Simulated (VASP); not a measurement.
A run of VASP 6.6.1 is set up as follows.

File POSCAR:

```
BeTe
1.0
    0.0000000000      2.8286236224      2.8286236224
    2.8286236224      0.0000000000      2.8286236224
    2.8286236224      2.8286236224      0.0000000000
Be Te
1 1
Direct
    0.0000000000      0.0000000000      0.0000000000
    0.2500000000      0.2500000000      0.2500000000
```

File INCAR.step1:

```
SYSTEM = BeTe
PREC = Accurate
ENCUT = 520
ISMEAR = 0
SIGMA = 0.01
LREAL = .FALSE.
LASPH = .TRUE.
NELM = 100
NBANDS = 11
GGA = PE
ALGO = Normal
EDIFF = 1E-4
LWAVE = .TRUE.
LCHARG = .FALSE.
```

File INCAR.step2:

```
SYSTEM = BeTe
PREC = Accurate
ENCUT = 520
EDIFF = 1E-6
ISMEAR = 0
SIGMA = 0.01
LREAL = .FALSE.
LASPH = .TRUE.
NELM = 100
ALGO = Normal
ISIF = 2
LWAVE = .FALSE.
LCHARG = .FALSE.
METAGGA = R2SCAN
LMIXTAU = .TRUE.
NBANDS = 11
ISTART = 1
```

KPOINTS

```
regular mesh
0
G
  8 8 8
  0 0 0
```

Potentials or basis: VASP PAW PBE potentials, release 64 (Be, Te).

The run is started by

```bash
$ cat potpaw_PBE.64/Be/POTCAR potpaw_PBE.64/Te/POTCAR > POTCAR
$ cp INCAR.step1 INCAR
$ mpirun -np 1 vasp_std > vasp.out
$ cp INCAR.step2 INCAR
$ mpirun -np 1 vasp_std > vasp.out
```

Q: Predict the pressure.

A: 0.2 GPa.

Q: Estimate the band gap on the k mesh.

A: 2.37 eV, indirect (least direct gap 4.03 eV).

Caveat: the PAW data sets were made with another functional, which shifts forces and pressure a little; spin-orbit coupling is left out, which moves the levels of the heavy elements. r2SCAN opens gaps a little over a GGA but as a rule still falls short of measured ones.
